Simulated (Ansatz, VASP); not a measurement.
## Zn: VASP beside Ansatz

The input INCAR:

```
ALGO = Normal
EDIFF = 1E-6
ENCUT = 500
GGA = PE
GGA_COMPAT = F
ISIF = 2
ISMEAR = -1
IVDW = 13
LASPH = T
LCHARG = F
LREAL = F
LWAVE = F
NBANDS = 12
NELM = 120
PREC = Accurate
SIGMA = 0.01
```

File KPOINTS:

```
k-points
0
Gamma
  12 12 12
```

POSCAR

```
Zn
1.0
   -1.5690370000      1.5690370000      1.5690370000
    1.5690370000     -1.5690370000      1.5690370000
    1.5690370000      1.5690370000     -1.5690370000
Zn
1
Direct
    0.0000000000      0.0000000000      0.0000000000
```

input.yaml

```yaml
crystal:
  lattice: { a: 3.138074, b: 3.138074, c: 3.138074, alpha: 90.0, beta: 90.0, gamma: 90.0 }
  space_group: 229
  reduce_to_primitive: true
  atoms:
    - { symbol: Zn, wyckoff: "2a", position: [0.0, 0.0, 0.0] }
hamiltonian:
  xc: pbe
  pseudopotentials: { kind: paw }
  dispersion: d4
kpoints:
  mp_grid: { grid: [12, 12, 12] }
scf:
  occupations: { method: fermi_dirac, width: 0.01 }
output:
  forces: true
  stress: true
  eigenvalues: true
  bader: true
  populations: intrinsic
```

Alike in both runs: functional PBE; dispersion D4; k mesh 12 × 12 × 12; occupations fermi-dirac, width 0.01 eV; no spin polarisation.

|  | VASP | Ansatz |
| --- | --- | --- |
| version | VASP 6.6.1 | Ansatz 0.2.0 |
| potentials or method | VASP PAW PBE potentials, release 64 (Zn) | Ansatz PAW |
| plane-wave cutoff (eV) | 500 | 420 |
| valence electrons in the cell | 12 | 12 |
| task | single point | atomic charges |

|  | VASP | Ansatz | Ansatz less VASP |
| --- | --- | --- | --- |
| gap on the k mesh at the Fermi level (eV) | none | none | - |
| pressure (GPa) | -3.0 | -3.3 | -0.33 |

A gap of «none» marks a metal or a gap that the smearing closes.
